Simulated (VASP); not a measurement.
A run of VASP 6.6.1:

File POSCAR:

```
KF
1.0
    0.0000000000      2.6357394923      2.6357394923
    2.6357394923      0.0000000000      2.6357394923
    2.6357394923      2.6357394923      0.0000000000
K F
1 1
Direct
    0.0000000000      0.0000000000      0.0000000000
    0.5000000000      0.5000000000      0.5000000000
```

Contents of INCAR.step1:

```
PREC = Accurate ; ENCUT = 520
ISMEAR = -1 ; SIGMA = 0.05
LREAL = F ; LASPH = T
NELM = 80 ; NBANDS = 15
GGA = PE ; ALGO = Normal
EDIFF = 1E-4 ; LWAVE = T
LCHARG = F
```

The input INCAR.step2:

```
PREC = Accurate ; ENCUT = 520
EDIFF = 1E-6 ; ISMEAR = -1
SIGMA = 0.05 ; LREAL = F
LASPH = T ; NELM = 80
ALGO = Normal ; ISIF = 2
LWAVE = F ; LCHARG = F
METAGGA = R2SCAN ; LMIXTAU = T
NBANDS = 15 ; ISTART = 1
```

KPOINTS

```
Automatic mesh
0
Gamma
  9 9 9
```

Potentials or basis: VASP PAW PBE potentials, release 64 (K_sv, F).

Command:

```console
$ cat potpaw_PBE.64/K_sv/POTCAR potpaw_PBE.64/F/POTCAR > POTCAR
$ cp INCAR.step1 INCAR
$ mpirun -np 1 vasp_std > vasp.out
$ cp INCAR.step2 INCAR
$ mpirun -np 1 vasp_std > vasp.out
```

Hardware: 1 thread of Intel Xeon 8259CL (shared host).

Estimate the wall time of this run.

Wall time 110 s on 1 thread of Intel Xeon 8259CL, on a shared host, peak memory 0.17 GiB. Counts: k points 35.
